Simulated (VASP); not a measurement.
# As2Se (Fm-3m) in VASP: further runs, part 2 of 2

VASP 6.6.1. The steps go on from the part before.

## (3) Single point, PBE

This run uses another cell than the first one, of 23.31 Å³/atom, 1.095 times its volume.

Contents of INCAR:

```
SYSTEM = As2Se
ALGO = Normal
EDIFF = 1E-7
ENCUT = 520
GGA = PE
ISIF = 2
ISMEAR = 0
LASPH = .TRUE.
LCHARG = .FALSE.
LREAL = .FALSE.
LWAVE = .FALSE.
NBANDS = 15
NELM = 60
PREC = Accurate
SIGMA = 0.1
```

Contents of KPOINTS:

```
k-points
0
G
  6 6 6
  0 0 0
```

Contents of POSCAR:

```
As2Se
1.0
    0.0000000000      3.2699109850      3.2699109850
    3.2699109850      0.0000000000      3.2699109850
    3.2699109850      3.2699109850      0.0000000000
As Se
2 1
Direct
    0.2500000000      0.2500000000      0.2500000000
    0.7500000000      0.7500000000      0.7500000000
    0.0000000000      0.0000000000      0.0000000000
```

Potentials or basis: VASP PAW PBE potentials, release 64 (As, Se).

On the command line:

```sh
$ cat potpaw_PBE.64/As/POTCAR potpaw_PBE.64/Se/POTCAR > POTCAR
$ mpirun -np 1 vasp_std > vasp.out
```

OUTCAR:

```text
SYSTEM = As2Se
   EDIFF = 1E-7
   ENCUT = 520
   GGA = PE
   ISIF = 2
   ISMEAR = 0
   LASPH = .TRUE.
   LREAL = .FALSE.
   NELM = 60
   PREC = Accurate

 ion  position               nearest neighbor table
   1  0.250  0.250  0.250-   3 2.83   3 2.83   3 2.83   3 2.83
   2  0.750  0.750  0.750-   3 2.83   3 2.83   3 2.83   3 2.83
   3  0.000  0.000  0.000-   2 2.83   2 2.83   2 2.83   1 2.83   2 2.83   1 2.83   1 2.83   1 2.83

  LATTYP: Found a face centered cubic cell.
 ALAT       =     6.5398219700

  Lattice vectors:

 A1 = (   0.0000000000,   3.2699109850,   3.2699109850)
 A2 = (   3.2699109850,   0.0000000000,   3.2699109850)
 A3 = (   3.2699109850,   3.2699109850,   0.0000000000)

Analysis of symmetry for initial positions (statically):
=====================================================================
 Subroutine PRICEL returns:
 Original cell was already a primitive cell.

 Routine SETGRP: Setting up the symmetry group for a
 face centered cubic supercell.

 Subroutine GETGRP returns: Found 48 space group operations
 (whereof 48 operations were pure point group operations)
 out of a pool of 48 trial point group operations.

The static configuration has the point symmetry O_h .

Analysis of symmetry for dynamics (positions and initial velocities):
=====================================================================
 Subroutine PRICEL returns:
 Original cell was already a primitive cell.

 Routine SETGRP: Setting up the symmetry group for a
 face centered cubic supercell.

 Subroutine GETGRP returns: Found 48 space group operations
 (whereof 48 operations were pure point group operations)
 out of a pool of 48 trial point group operations.

The dynamic configuration has the point symmetry O_h .

 Subroutine INISYM returns: Found 48 space group operations
 (whereof 48 operations are pure point group operations),
 and found     1 'primitive' translations

----------------------------------------------------------------------------------------

                                     Primitive cell

  volume of cell :      69.9259

  direct lattice vectors                    reciprocal lattice vectors
     0.000000000  3.269910985  3.269910985    -0.152909361  0.152909361  0.152909361
     3.269910985  0.000000000  3.269910985     0.152909361 -0.152909361  0.152909361
     3.269910985  3.269910985  0.000000000     0.152909361  0.152909361 -0.152909361

  length of vectors
     4.624352463  4.624352463  4.624352463     0.264846783  0.264846783  0.264846783

  position of ions in fractional coordinates (direct lattice)
     0.250000000  0.250000000  0.250000000
     0.750000000  0.750000000  0.750000000
     0.000000000  0.000000000  0.000000000

  ion indices of the primitive-cell ions
   primitive index   ion index
                 1           1
                 2           2
                 3           3

----------------------------------------------------------------------------------------

 KPOINTS: k-points

Automatic generation of k-mesh.
 Grid dimensions read from file:
 generate k-points for:    6    6    6

 Generating k-lattice:
[... 35 lines left out ...]
   k-points           NKPTS =     16   k-points in BZ     NKDIM =     16   number of bands    NBANDS=     15
   number of dos      NEDOS =    301   number of ions     NIONS =      3
   total plane-waves  NPLWV =  46656
   dimension x,y,z NGX =    36 NGY =   36 NGZ =   36
   dimension x,y,z NGXF=    72 NGYF=   72 NGZF=   72
   ions per type =               2   1
   NGX,Y,Z   is equivalent  to a cutoff of  12.94, 12.94, 12.94 a.u.
   NGXF,Y,Z  is equivalent  to a cutoff of  25.88, 25.88, 25.88 a.u.
 SYSTEM =  As2Se
   PREC   = accura    normal or accurate (medium, high low for compatibility)
   ISTART =      0    job   : 0-new  1-cont  2-samecut
   ICHARG =      2    charge: 1-file 2-atom 10-const
   ISPIN  =      1    spin polarized calculation?
   LNONCOLLINEAR =      F non collinear calculations
   LSORBIT =      F    spin-orbit coupling
   LASPH  =      T    aspherical Exc in radial PAW
   ENCUT  =  520.0 eV  38.22 Ry    6.18 a.u.   8.60  8.60  8.60*2*pi/ulx,y,z
   NELM   =     60;   NELMIN=  2; NELMDL= -5     # of ELM steps
   EDIFF  = 0.1E-06   stopping-criterion for ELM
   LREAL  =      F    real-space projection
   EDIFFG = 0.1E-05   stopping-criterion for IOM
   NSW    =      0    number of steps for IOM
   IBRION =     -1    ionic relax: 0-MD 1-quasi-New 2-CG
   NFREE  =      0    steps in history (QN), initial steepest desc. (CG)
   ISIF   =      2    stress and relaxation
   ISYM   =      2    0-nonsym 1-usesym 2-fastsym
   POTIM  = 0.5000    time-step for ionic-motion
   TEBEG  =    0.0;   TEEND  =   0.0 temperature during run
   PSTRESS=    0.0 pullay stress
   NELECT =      16.0000    total number of electrons
   NUPDOWN=      -1.0000    fix difference up-down
   EMIN   =  10.00;   EMAX   =-10.00  energy-range for DOS
   EFERMI =   0.00;   METHOD = LEGACY
   ISMEAR =     0;   SIGMA  =   0.10  broadening in eV -4-tet -1-fermi 0-gaus
   EFERMI_NEDOS =   21; number of points for ismear=-14 and -15
   IALGO  =     38    algorithm
   IMIX   =      4    mixing-type and parameters
     AMIX     =   0.40;   BMIX     =  1.00
     AMIX_MAG =   1.60;   BMIX_MAG =  1.00
  volume/ion in A,a.u.               =      23.31       157.29
  Fermi-wavevector in a.u.,A,eV,Ry     =   1.001311  1.892203 13.641518  1.002623
  Thomas-Fermi vector in A             =   2.133724
   LORBIT       =      0    0 simple, 1 ext, 2 COOP (PROOUT), +10 PAW based schemes
   GGA     = PE    functional components
   LHFCALC =     F    Hartree Fock is set to
   AEXX    =    0.0000 exact exchange contribution
   IVDW    =     0    specifies the selected vdW correction
   LEPSILON=     F    determine dielectric tensor
   LRPA    =     F    only Hartree local field effects (RPA)
 non-spin polarized calculation
 Gauss-broadening in eV      SIGMA  =   0.10
  energy-cutoff  :      520.00
  volume of cell :       69.93
 maximum number of plane-waves:      1895
 NGX is ok and might be reduce to    36
   NGX = 17   NGY = 17   NGZ = 17

 number of electron      15.9999999 magnetization

 Free energy of the ion-electron system (eV)
  ---------------------------------------------------
  ext. energy  EPLUGINS =         0.00000000
  ---------------------------------------------------
  free energy    TOTEN  =       -10.93042345 eV

  energy without entropy =      -10.92588788  energy(sigma->0) =      -10.92815567

 E-fermi :   4.6182     XC(G=0):  -9.6853

 val. band max:        4.6065154740   @ k =  -0.3333   0.3333   0.0000
 cond. band min:       4.8137865154   @ k =   0.3333   0.3333   0.0000
 fundamental gap:      0.2072710414
 Fermi energy:         4.6182417921

 k-point     1 :       0.0000    0.0000    0.0000
  band No.  band energies     occupation
      1     -10.9223      2.00000
      2      -4.5217      2.00000
      3      -3.9930      2.00000
      4       0.7850      2.00000
      5       0.7850      2.00000
      6       0.7850      2.00000
      7       1.9983      2.00000
      8       1.9983      2.00000
      9       1.9983      2.00000
     10       6.5832      0.00000
     11       6.5832      0.00000
     12       6.5832      0.00000
     13       9.7849      0.00000
     14       9.7849      0.00000
[... 257 lines left out ...]
      2      -6.7426      2.00000
      3      -5.9364      2.00000
      4      -1.5597      2.00000
      5      -0.1013      2.00000
      6       2.3371      2.00000
      7       2.3432      2.00000
      8       5.4861      0.00000
      9       6.4473      0.00000
     10       6.6045      0.00000
     11       6.7685      0.00000
     12       7.1560      0.00000
     13      11.1836      0.00000
     14      12.9927      0.00000
     15      13.4936      0.00000

------------------------ aborting loop because EDIFF is reached ----------------------------------------

  FORCE on cell =-STRESS in cart. coord.  units (eV):
  Direction    XX          YY          ZZ          XY          YZ          ZX
  --------------------------------------------------------------------------------------
  -------------------------------------------------------------------------------------
  Total        0.0324014      0.0324014      0.0324014      0.0000000     -0.0000000     -0.0000000
  in kB        0.7423970      0.7423970      0.7423970      0.0000000     -0.0000000     -0.0000000
  external PRESSURE =       0.7423970 kB  Pullay stress =       0.0000000 kB

 VOLUME and BASIS-vectors are now :
 -----------------------------------------------------------------------------
  energy-cutoff  :      520.00
  volume of cell :       69.93
      direct lattice vectors                 reciprocal lattice vectors
     0.000000000  3.269910985  3.269910985    -0.152909361  0.152909361  0.152909361
     3.269910985  0.000000000  3.269910985     0.152909361 -0.152909361  0.152909361
     3.269910985  3.269910985  0.000000000     0.152909361  0.152909361 -0.152909361

 POSITION                                       TOTAL-FORCE (eV/Angst)
 -----------------------------------------------------------------------------------
      1.63496      1.63496      1.63496        -0.000000      0.000000      0.000000
      4.90487      4.90487      4.90487         0.000000     -0.000000     -0.000000
      0.00000      0.00000      0.00000         0.000000      0.000000      0.000000
 -----------------------------------------------------------------------------------
    total drift:                                0.000000      0.000000      0.000000

  FREE ENERGIE OF THE ION-ELECTRON SYSTEM (eV)
  ---------------------------------------------------
  free  energy   TOTEN  =       -10.9304234537 eV

  energy  without entropy=      -10.9258878775  energy(sigma->0) =      -10.92815567
```

It took 15 s on 1 thread of AMD EPYC 9R45 (Zen 5), shared host; peak memory 0.17 GiB.

Results:

- Free energy: -10.9304 eV
- Pressure: 0.1 GPa
- Band gap on the k mesh: zero (band 8 reaches 6.26 eV, above the bottom of band 9 at 2.00 eV)

Levels at points of the mesh, in eV from the Fermi level:
| k point | band 4 | band 5 | band 6 | band 7 | band 8 | band 9 | band 10 | band 11 | band 12 | band 13 |
| --- | --- | --- | --- | --- | --- | --- | --- | --- | --- | --- |
| (0.00, 0.00, 0.00) | -3.83 | -3.83 | -3.83 | -2.62 | -2.62 | -2.62 | 1.96 | 1.96 | 1.96 | 5.17 |
| (0.50, 0.00, 0.00) | -4.79 | -4.79 | -2.95 | -1.72 | -1.72 | 0.63 | 1.97 | 2.25 | 2.25 | 6.98 |
| (0.50, 0.50, 0.00) | -5.95 | -5.95 | -3.08 | -0.63 | 1.64 | 1.64 | 2.17 | 2.17 | 2.82 | 5.47 |

## (4) Relaxation of cell and atoms, PBE

Contents of INCAR:

```
  PREC = Accurate
  ENCUT = 600
  EDIFF = 1E-6
  ISMEAR = 0
  SIGMA = 0.1
  LREAL = F
  LASPH = T
  NELM = 100
  ALGO = Normal
  ISIF = 3
  LWAVE = F
  LCHARG = F
  GGA = PE
  IBRION = 2
  NSW = 90
  EDIFFG = -0.04
```

Contents of KPOINTS:

```
Automatic mesh
0
Gamma
  6 6 6
```

Contents of POSCAR:

```
As2Se
1.0
    0.0000000000      3.1723708400      3.1723708400
    3.1723708400      0.0000000000      3.1723708400
    3.1723708400      3.1723708400      0.0000000000
As Se
2 1
Direct
    0.2500000000      0.2500000000      0.2500000000
    0.7500000000      0.7500000000      0.7500000000
    0.0000000000      0.0000000000      0.0000000000
```

On the command line:

```sh
$ cat potpaw_PBE.64/As/POTCAR potpaw_PBE.64/Se/POTCAR > POTCAR
$ mpirun -np 1 vasp_std > vasp.out
```

Wall time 25 s (1 thread of AMD EPYC 9R45 (Zen 5), shared host); peak memory 0.19 GiB.

The run converged. Its results:

```
Free energy                            : -10.9303 eV
Relaxed volume                         : 23.33 Å³/atom
Relaxed cell                           : a = 4.626 Å, b = 4.626 Å, c = 4.626 Å, α = 60.00°, β = 60.00°, γ = 60.00°
Space group after relaxing (to 0.05 Å) : Fm-3m (No. 225)
Energy gained by relaxing              : 40.6 meV/atom
Ionic steps                            : 3
Pressure after relaxing                : 0.0 GPa
Band gap on the k mesh                 : zero (band 8 reaches 6.25 eV, above the bottom of band 9 at 1.99 eV)
```

The path:
| step | energy change (eV) | largest force (eV/Å) | pressure (GPa) | volume (Å³) |
| --- | --- | --- | --- | --- |
| 1 | 0.0000 | 0.0000 | 6.87 | 63.85 |
| 2 | -0.1037 | 0.0000 | -2.12 | 72.66 |
| 3 | -0.1218 | 0.0000 | 0.02 | 69.99 |

Final structure:
```
As Se
1.0
     0.00000    3.27087    3.27087
     3.27087    0.00000    3.27087
     3.27087    3.27087    0.00000
As Se
2 1
Direct
  0.25000 0.25000 0.25000
  0.75000 0.75000 0.75000
  0.00000 0.00000 0.00000
```

Levels at points of the mesh, in eV from the Fermi level:
```
           k point  band 4  band 5  band 6  band 7  band 8  band 9  band 10  band 11  band 12
(0.00, 0.00, 0.00)   -3.83   -3.83   -3.83   -2.62   -2.62   -2.62     1.96     1.96     1.96
(0.50, 0.00, 0.00)   -4.78   -4.78   -2.95   -1.71   -1.71    0.63     1.97     2.25     2.25
(0.50, 0.50, 0.00)   -5.95   -5.95   -3.08   -0.63    1.64    1.64     2.17     2.17     2.81
```

## (5) Overview

| task | cell | cutoff (eV) | gap on the mesh (eV) | pressure (GPa) |
| --- | --- | --- | --- | --- |
| single point | a = 4.486 Å, angles 60.0°, 3 atoms | 520 | none | 6.9 |
| single point | a = 4.624 Å, angles 60.0°, 3 atoms | 520 | none | 0.1 |
| relaxation of cell and atoms | relaxed from a = 4.486 Å, angles 60.0°, 3 atoms | 600 | none | 0.0 |

Alike in all rows: level PBE; potentials or basis VASP PAW PBE potentials, release 64 (As, Se); no spin polarisation; k mesh 6 × 6 × 6; smearing gaussian 0.1 eV.

Absolute energies hang on the potentials; compare differences alone.
